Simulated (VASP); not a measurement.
MgS:

```
CELL_PARAMETERS angstrom
4.02863 0.00000 0.00000
-2.01431 3.48889 0.00000
0.00000 0.00000 6.45439
ATOMIC_POSITIONS crystal
Mg 0.33333 0.66667 0.99713
Mg 0.66667 0.33333 0.49713
S 0.33333 0.66667 0.37787
S 0.66667 0.33333 0.87787
```

Base run:

- Program: VASP 6.6.1
- Functional: PBE
- Potentials or basis: VASP PAW PBE potentials, release 64 (Mg, S)
- Cutoff: 520 eV
- k mesh: 12 × 12 × 4
- Occupations: gaussian, width 0.01 eV
- Spin: no spin polarisation

Its results: band gap on the k mesh 3.47 eV, direct; pressure 0.9 GPa.

Problem. The run is repeated on the same cell with these changes: functional from PBE to r2SCAN; k mesh from 12 × 12 × 4 to 6 × 6 × 4. What comes out?

Solution. Band gap on the k mesh 4.13 eV, direct; pressure -0.3 GPa.

Several settings changed at once, so the effect can't be laid on one alone.

Caveats: the PAW data sets were made with another functional, which shifts forces and pressure a little (some runs).

A k mesh can miss the band edges.
